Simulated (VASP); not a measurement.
Input of a VASP 6.6.1 run:

The input INCAR:

```
SYSTEM = ScAl4N
PREC = Accurate ; ENCUT = 520
EDIFF = 1E-7 ; ISMEAR = 0
SIGMA = 0.1 ; LREAL = .FALSE.
LASPH = .TRUE. ; NELM = 80
ALGO = Normal ; ISIF = 2
LWAVE = .FALSE. ; LCHARG = .TRUE.
GGA = PE ; LELF = .TRUE.
LVHAR = .TRUE. ; NBANDS = 23
```

Contents of KPOINTS:

```
Automatic mesh
0
G
  6 6 6
  0 0 0
```

File POSCAR:

```
ScAl4N
1.0
    2.6845760450      1.5499407038      3.9673142625
   -2.6845760450      1.5499407038      3.9673142625
    0.0000000000     -3.0998814029      3.9673142643
Sc Al N
1 4 1
Direct
    0.0017652559      0.0017652559      0.0017652559
    0.3938054701      0.8852246711      0.3938054701
    0.3938054701      0.3938054701      0.8852246711
    0.8852246711      0.3938054701      0.3938054701
    0.7591074869      0.7591074869      0.7591074869
    0.3162916459      0.3162916459      0.3162916459
```

Potentials or basis: VASP PAW PBE potentials, release 64 (Sc_sv, Al, N).

Run with:

```bash
$ cat potpaw_PBE.64/Sc_sv/POTCAR potpaw_PBE.64/Al/POTCAR potpaw_PBE.64/N/POTCAR > POTCAR
$ mpirun -np 1 vasp_std > vasp.out
```

Task: What does it give for the pressure?

Result: 0.0 GPa.

Task: Estimate the band gap on the k mesh.

Result: Zero (bands 14 and 15 overlap by 1.27 eV).

Task: Estimate the largest force.

Result: 0.032 eV/Å.

Forces in eV/Å, atoms in the order of the input:
```
Sc   0.000  0.000  0.032
Al  -0.001  0.001 -0.004
Al   0.000 -0.001 -0.004
Al   0.001  0.001 -0.004
Al   0.000  0.000 -0.018
N    0.000  0.000 -0.002
```
